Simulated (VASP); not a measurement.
# SnTe (Fm-3m) in VASP: notebook

The runs below take SnTe through single point, with PBEsol+D4, SVWN5.

Program: VASP 6.6.1. These are calculated values, not measurements. Logs are shortened: lines on timing, memory, paths and dates and some standing lists are left out, and cuts for length are marked.

**1. The cell of the first run**

Symmetry: Fm-3m, No. 225, cubic system. Conventional cell: a = 6.173 Å, b = 6.173 Å, c = 6.173 Å, α = 90.00°, β = 90.00°, γ = 90.00°. Within 4.1 Å of Te (site symmetry m-3m) lie 6 Sn at 3.09 Å. Sn (site symmetry m-3m) has 6 Te at 3.09 Å within 4.1 Å.

**2. Single point, PBEsol+D4**

Input file INCAR:

```
SYSTEM = SnTe
PREC = Accurate ; ENCUT = 520
EDIFF = 1E-7 ; ISMEAR = -1
SIGMA = 0.05 ; LREAL = .FALSE.
LASPH = .TRUE. ; NELM = 80
ALGO = Normal ; ISIF = 2
LWAVE = .FALSE. ; LCHARG = .TRUE.
GGA = PS ; IVDW = 13
LELF = .TRUE. ; LVHAR = .TRUE.
NBANDS = 17
```

Input file KPOINTS:

```
Automatic mesh
0
G
  7 7 7
  0 0 0
```

Input file POSCAR:

```
SnTe
1.0
    0.0000000000      3.0865288906      3.0865288906
    3.0865288906      0.0000000000      3.0865288906
    3.0865288906      3.0865288906      0.0000000000
Te Sn
1 1
Direct
    0.5000000000      0.5000000000      0.5000000000
    0.0000000000      0.0000000000      0.0000000000
```

Potentials or basis: VASP PAW PBE potentials, release 64 (Te, Sn_d).

Launch:

```bash
cat potpaw_PBE.64/Te/POTCAR potpaw_PBE.64/Sn_d/POTCAR > POTCAR
mpirun -np 1 vasp_std > vasp.out
```

OUTCAR:

```text
SYSTEM = SnTe
   PREC = Accurate
   ENCUT = 520
   EDIFF = 1E-7
   ISMEAR = -1
   LREAL = .FALSE.
   LASPH = .TRUE.
   NELM = 80
   ISIF = 2
   GGA = PS
   IVDW = 13

 ion  position               nearest neighbor table
   1  0.500  0.500  0.500-   2 3.09   2 3.09   2 3.09   2 3.09   2 3.09   2 3.09
   2  0.000  0.000  0.000-   1 3.09   1 3.09   1 3.09   1 3.09   1 3.09   1 3.09

  LATTYP: Found a face centered cubic cell.
 ALAT       =     6.1730577812

  Lattice vectors:

 A1 = (   0.0000000000,   3.0865288906,   3.0865288906)
 A2 = (   3.0865288906,   0.0000000000,   3.0865288906)
 A3 = (   3.0865288906,   3.0865288906,   0.0000000000)

Analysis of symmetry for initial positions (statically):
[... 33 lines left out ...]
                                     Primitive cell

  volume of cell :      58.8086

  direct lattice vectors                    reciprocal lattice vectors
     0.000000000  3.086528891  3.086528891    -0.161994272  0.161994272  0.161994272
     3.086528891  0.000000000  3.086528891     0.161994272 -0.161994272  0.161994272
     3.086528891  3.086528891  0.000000000     0.161994272  0.161994272 -0.161994272

  length of vectors
     4.365011018  4.365011018  4.365011018     0.280582309  0.280582309  0.280582309

  position of ions in fractional coordinates (direct lattice)
     0.500000000  0.500000000  0.500000000
     0.000000000  0.000000000  0.000000000

  ion indices of the primitive-cell ions
   primitive index   ion index
                 1           1
                 2           2

----------------------------------------------------------------------------------------

 KPOINTS: Automatic mesh

Automatic generation of k-mesh.
 Grid dimensions read from file:
 generate k-points for:    7    7    7

 Generating k-lattice:

  Cartesian coordinates                     Fractional coordinates (reciprocal lattice)
    -0.023142039  0.023142039  0.023142039     0.142857143  0.000000000  0.000000000
     0.023142039 -0.023142039  0.023142039     0.000000000  0.142857143  0.000000000
     0.023142039  0.023142039 -0.023142039     0.000000000  0.000000000  0.142857143

  Length of vectors
     0.040083187  0.040083187  0.040083187

  Shift w.r.t. Gamma in fractional coordinates (k-lattice)
     0.000000000  0.000000000  0.000000000

 Subroutine IBZKPT returns following result:
 ===========================================

 Found     20 irreducible k-points:

 Following reciprocal coordinates:
            Coordinates               Weight
  0.000000  0.000000  0.000000      1.000000
  0.142857  0.000000  0.000000      8.000000
  0.285714  0.000000  0.000000      8.000000
  0.428571  0.000000  0.000000      8.000000
  0.142857  0.142857  0.000000      6.000000
  0.285714  0.142857  0.000000     24.000000
[... 12 lines left out ...]
 -0.428571  0.428571  0.142857     24.000000
 -0.285714  0.428571  0.142857     24.000000
   k-points           NKPTS =     20   k-points in BZ     NKDIM =     20   number of bands    NBANDS=     17
   number of dos      NEDOS =    301   number of ions     NIONS =      2
   total plane-waves  NPLWV =  32768
   dimension x,y,z NGX =    32 NGY =   32 NGZ =   32
   dimension x,y,z NGXF=    64 NGYF=   64 NGZF=   64
   ions per type =               1   1
   NGX,Y,Z   is equivalent  to a cutoff of  12.19, 12.19, 12.19 a.u.
   NGXF,Y,Z  is equivalent  to a cutoff of  24.38, 24.38, 24.38 a.u.
 SYSTEM =  SnTe
   PREC   = accura    normal or accurate (medium, high low for compatibility)
   ISTART =      0    job   : 0-new  1-cont  2-samecut
   ICHARG =      2    charge: 1-file 2-atom 10-const
   ISPIN  =      1    spin polarized calculation?
   LNONCOLLINEAR =      F non collinear calculations
   LSORBIT =      F    spin-orbit coupling
   LASPH  =      T    aspherical Exc in radial PAW
   ENCUT  =  520.0 eV  38.22 Ry    6.18 a.u.   8.12  8.12  8.12*2*pi/ulx,y,z
   NELM   =     80;   NELMIN=  2; NELMDL= -5     # of ELM steps
   EDIFF  = 0.1E-06   stopping-criterion for ELM
   LREAL  =      F    real-space projection
   EDIFFG = 0.1E-05   stopping-criterion for IOM
   NSW    =      0    number of steps for IOM
   IBRION =     -1    ionic relax: 0-MD 1-quasi-New 2-CG
   NFREE  =      0    steps in history (QN), initial steepest desc. (CG)
   ISIF   =      2    stress and relaxation
   ISYM   =      2    0-nonsym 1-usesym 2-fastsym
   POTIM  = 0.5000    time-step for ionic-motion
   TEBEG  =    0.0;   TEEND  =   0.0 temperature during run
   PSTRESS=    0.0 pullay stress
   NELECT =      20.0000    total number of electrons
   NUPDOWN=      -1.0000    fix difference up-down
   EMIN   =  10.00;   EMAX   =-10.00  energy-range for DOS
   EFERMI =   0.00;   METHOD = LEGACY
   ISMEAR =    -1;   SIGMA  =   0.05  broadening in eV -4-tet -1-fermi 0-gaus
   EFERMI_NEDOS =   21; number of points for ismear=-14 and -15
   IALGO  =     38    algorithm
   IMIX   =      4    mixing-type and parameters
     AMIX     =   0.40;   BMIX     =  1.00
     AMIX_MAG =   1.60;   BMIX_MAG =  1.00
  volume/ion in A,a.u.               =      29.40       198.43
  Fermi-wavevector in a.u.,A,eV,Ry     =   1.142715  2.159418 17.766446  1.305797
  Thomas-Fermi vector in A             =   2.279412
   LORBIT       =      0    0 simple, 1 ext, 2 COOP (PROOUT), +10 PAW based schemes
   GGA     = PS    functional components
   LHFCALC =     F    Hartree Fock is set to
   AEXX    =    0.0000 exact exchange contribution
   IVDW    =    13    specifies the selected vdW correction
   LEPSILON=     F    determine dielectric tensor
   LRPA    =     F    only Hartree local field effects (RPA)
 non-spin polarized calculation
  energy-cutoff  :      520.00
  volume of cell :       58.81
 maximum number of plane-waves:      1600
   NGX = 17   NGY = 17   NGZ = 17

 number of electron      19.9999996 magnetization

 Free energy of the ion-electron system (eV)
  ---------------------------------------------------
  ext. energy  EPLUGINS =         0.00000000
  ---------------------------------------------------
  free energy    TOTEN  =        -8.31663149 eV

  energy without entropy =       -8.31651685  energy(sigma->0) =       -8.31657417

 E-fermi :   7.6413     XC(G=0):  -9.9330

 val. band max:        7.3499731254   @ k =   0.4286   0.0000   0.0000
 cond. band min:       7.9715606330   @ k =   0.4286   0.0000   0.0000
 fundamental gap:      0.6215875076
 Fermi energy:         7.6413007026

 k-point     1 :       0.0000    0.0000    0.0000
  band No.  band energies     occupation
      1     -14.2200      2.00000
      2     -14.2200      2.00000
      3     -14.2087      2.00000
      4     -14.2087      2.00000
      5     -14.2087      2.00000
      6      -5.7022      2.00000
[... 9 lines left out ...]
     16      12.2037      0.00000
     17      14.1180      0.00000

 k-point     2 :       0.1429    0.0000    0.0000
  band No.  band energies     occupation
      1     -14.2211      2.00000
      2     -14.2211      2.00000
      3     -14.2084      2.00000
      4     -14.2072      2.00000
      5     -14.2072      2.00000
      6      -5.5141      2.00000
[... 9 lines left out ...]
     16      12.6453      0.00000
     17      15.6015      0.00000

 k-point     3 :       0.2857    0.0000    0.0000
  band No.  band energies     occupation
      1     -14.2242      2.00000
      2     -14.2242      2.00000
      3     -14.2076      2.00000
      4     -14.2034      2.00000
      5     -14.2034      2.00000
      6      -4.9926      2.00000
[... 9 lines left out ...]
     16      13.8450      0.00000
     17      18.3126      0.00000

 k-point     4 :       0.4286    0.0000    0.0000
  band No.  band energies     occupation
      1     -14.2269      2.00000
      2     -14.2269      2.00000
      3     -14.2070      2.00000
      4     -14.2001      2.00000
      5     -14.2001      2.00000
      6      -4.3751      2.00000
[... 9 lines left out ...]
     16      15.6675      0.00000
     17      17.3757      0.00000

 k-point     5 :       0.1429    0.1429    0.0000
  band No.  band energies     occupation
      1     -14.2241      2.00000
      2     -14.2188      2.00000
      3     -14.2098      2.00000
      4     -14.2061      2.00000
      5     -14.2061      2.00000
      6      -5.4516      2.00000
[... 9 lines left out ...]
     16      13.3810      0.00000
     17      14.7429      0.00000

 k-point     6 :       0.2857    0.1429    0.0000
  band No.  band energies     occupation
      1     -14.2281      2.00000
      2     -14.2196      2.00000
      3     -14.2095      2.00000
      4     -14.2034      2.00000
      5     -14.2026      2.00000
      6      -5.0411      2.00000
[... 9 lines left out ...]
     16      14.5934      0.00000
     17      16.3063      0.00000

 k-point     7 :       0.4286    0.1429    0.0000
  band No.  band energies     occupation
      1     -14.2304      2.00000
      2     -14.2229      2.00000
      3     -14.2075      2.00000
      4     -14.2013      2.00000
      5     -14.1993      2.00000
      6      -4.4322      2.00000
[... 9 lines left out ...]
     16      16.3371      0.00000
     17      17.2575      0.00000

 k-point     8 :      -0.4286    0.1429    0.0000
  band No.  band energies     occupation
      1     -14.2294      2.00000
      2     -14.2257      2.00000
      3     -14.2058      2.00000
      4     -14.2007      2.00000
      5     -14.1992      2.00000
      6      -4.1622      2.00000
[... 9 lines left out ...]
     16      15.4922      0.00000
     17      17.9113      0.00000

 k-point     9 :      -0.2857    0.1429    0.0000
  band No.  band energies     occupation
      1     -14.2260      2.00000
      2     -14.2255      2.00000
      3     -14.2065      2.00000
      4     -14.2024      2.00000
      5     -14.2014      2.00000
      6      -4.6371      2.00000
[... 9 lines left out ...]
     16      16.4574      0.00000
     17      16.8428      0.00000

 k-point    10 :      -0.1429    0.1429    0.0000
  band No.  band energies     occupation
      1     -14.2240      2.00000
      2     -14.2217      2.00000
      3     -14.2080      2.00000
      4     -14.2058      2.00000
      5     -14.2041      2.00000
      6      -5.2133      2.00000
[... 9 lines left out ...]
     16      14.3827      0.00000
     17      15.3582      0.00000

 k-point    11 :       0.2857    0.2857    0.0000
  band No.  band energies     occupation
      1     -14.2345      2.00000
      2     -14.2161      2.00000
      3     -14.2120      2.00000
      4     -14.2000      2.00000
      5     -14.2000      2.00000
      6      -4.7683      2.00000
[... 9 lines left out ...]
     16      15.9324      0.00000
     17      15.9324      0.00000

 k-point    12 :       0.4286    0.2857    0.0000
  band No.  band energies     occupation
      1     -14.2381      2.00000
      2     -14.2169      2.00000
      3     -14.2114      2.00000
      4     -14.1980      2.00000
      5     -14.1972      2.00000
      6      -4.2841      2.00000
[... 9 lines left out ...]
     16      17.0102      0.00000
     17      17.4967      0.00000

 k-point    13 :      -0.4286    0.2857    0.0000
  band No.  band energies     occupation
      1     -14.2364      2.00000
      2     -14.2205      2.00000
      3     -14.2077      2.00000
      4     -14.1993      2.00000
      5     -14.1970      2.00000
      6      -3.9321      2.00000
[... 9 lines left out ...]
     16      15.9240      0.00000
     17      18.5204      0.00000

 k-point    14 :      -0.2857    0.2857    0.0000
  band No.  band energies     occupation
      1     -14.2308      2.00000
      2     -14.2243      2.00000
      3     -14.2032      2.00000
      4     -14.2031      2.00000
      5     -14.1996      2.00000
      6      -4.1380      2.00000
[... 9 lines left out ...]
     16      14.3943      0.00000
     17      17.0302      0.00000

 k-point    15 :       0.4286    0.4286    0.0000
  band No.  band energies     occupation
      1     -14.2440      2.00000
      2     -14.2140      2.00000
      3     -14.2138      2.00000
      4     -14.1949      2.00000
      5     -14.1949      2.00000
      6      -4.0188      2.00000
[... 9 lines left out ...]
     16      17.7463      0.00000
     17      18.7320      0.00000

 k-point    16 :      -0.4286    0.4286    0.0000
  band No.  band energies     occupation
      1     -14.2431      2.00000
      2     -14.2156      2.00000
      3     -14.2123      2.00000
      4     -14.1955      2.00000
      5     -14.1948      2.00000
      6      -3.8534      2.00000
[... 9 lines left out ...]
     16      17.1289      0.00000
     17      17.9217      0.00000

 k-point    17 :       0.4286    0.2857    0.1429
  band No.  band energies     occupation
      1     -14.2319      2.00000
      2     -14.2202      2.00000
      3     -14.2090      2.00000
      4     -14.2006      2.00000
      5     -14.2002      2.00000
      6      -4.5788      2.00000
[... 9 lines left out ...]
     16      16.0801      0.00000
     17      16.8946      0.00000

 k-point    18 :      -0.4286    0.2857    0.1429
  band No.  band energies     occupation
      1     -14.2333      2.00000
      2     -14.2225      2.00000
      3     -14.2060      2.00000
      4     -14.2017      2.00000
      5     -14.1975      2.00000
      6      -4.0735      2.00000
[... 9 lines left out ...]
     16      16.4216      0.00000
     17      17.7748      0.00000

 k-point    19 :      -0.4286    0.4286    0.1429
  band No.  band energies     occupation
      1     -14.2399      2.00000
      2     -14.2177      2.00000
      3     -14.2103      2.00000
      4     -14.1983      2.00000
      5     -14.1949      2.00000
      6      -3.9306      2.00000
[... 9 lines left out ...]
     16      17.4341      0.00000
     17      18.2762      0.00000

 k-point    20 :      -0.2857    0.4286    0.1429
  band No.  band energies     occupation
      1     -14.2370      2.00000
      2     -14.2206      2.00000
      3     -14.2061      2.00000
      4     -14.2021      2.00000
      5     -14.1950      2.00000
      6      -3.8233      2.00000
[... 9 lines left out ...]
     16      17.4520      0.00000
     17      18.2584      0.00000

------------------------ aborting loop because EDIFF is reached ----------------------------------------

  DFT-D4 for vdW energy calculation

  Edisp (eV):   -0.53623

  FORCE on cell =-STRESS in cart. coord.  units (eV):
  Direction    XX          YY          ZZ          XY          YZ          ZX
  --------------------------------------------------------------------------------------
  -------------------------------------------------------------------------------------
  Total       0.54531     0.54531     0.54531     0.00000     0.00000    -0.00000
  in kB      14.85626    14.85626    14.85626     0.00000     0.00000    -0.00000
  external pressure =       14.86 kB  Pullay stress =        0.00 kB

 VOLUME and BASIS-vectors are now :
 -----------------------------------------------------------------------------
  energy-cutoff  :      520.00
  volume of cell :       58.81
      direct lattice vectors                 reciprocal lattice vectors
     0.000000000  3.086528891  3.086528891    -0.161994272  0.161994272  0.161994272
     3.086528891  0.000000000  3.086528891     0.161994272 -0.161994272  0.161994272
     3.086528891  3.086528891  0.000000000     0.161994272  0.161994272 -0.161994272

 POSITION                                       TOTAL-FORCE (eV/Angst)
 -----------------------------------------------------------------------------------
      3.08653      3.08653      3.08653         0.000000      0.000000      0.000000
      0.00000      0.00000      0.00000        -0.000000     -0.000000     -0.000000
 -----------------------------------------------------------------------------------
    total drift:                                0.000000     -0.000000     -0.000000

  FREE ENERGIE OF THE ION-ELECTRON SYSTEM (eV)
  ---------------------------------------------------
  free  energy   TOTEN  =        -8.8528599466 eV

  energy  without entropy=       -8.8527453076  energy(sigma->0) =       -8.85280263
```

It took 20 s on 1 thread of AMD EPYC 7R43 (Zen 3), shared host; peak memory 0.15 GiB.

What came out:

| Property | Result |
| --- | --- |
| Free energy | -8.8529 eV |
| Pressure | 1.5 GPa |
| Dispersion energy per atom | -0.268 eV |

Levels at points of the mesh, in eV from the Fermi level:
| k point | band 6 | band 7 | band 8 | band 9 | band 10 | band 11 | band 12 | band 13 | band 14 | band 15 |
| --- | --- | --- | --- | --- | --- | --- | --- | --- | --- | --- |
| (0.00, 0.00, 0.00) | -13.34 | -4.50 | -2.35 | -2.35 | -2.35 | 3.42 | 3.42 | 3.42 | 4.56 | 4.56 |

Caveat: this odd mesh misses L, where the gap lies, so gap, dielectric constants and Born charges aren't listed; the PAW data sets were made with another functional, which shifts forces and pressure a little; spin-orbit coupling is left out, which moves the levels of the heavy elements.

[end of part 1 of 2]
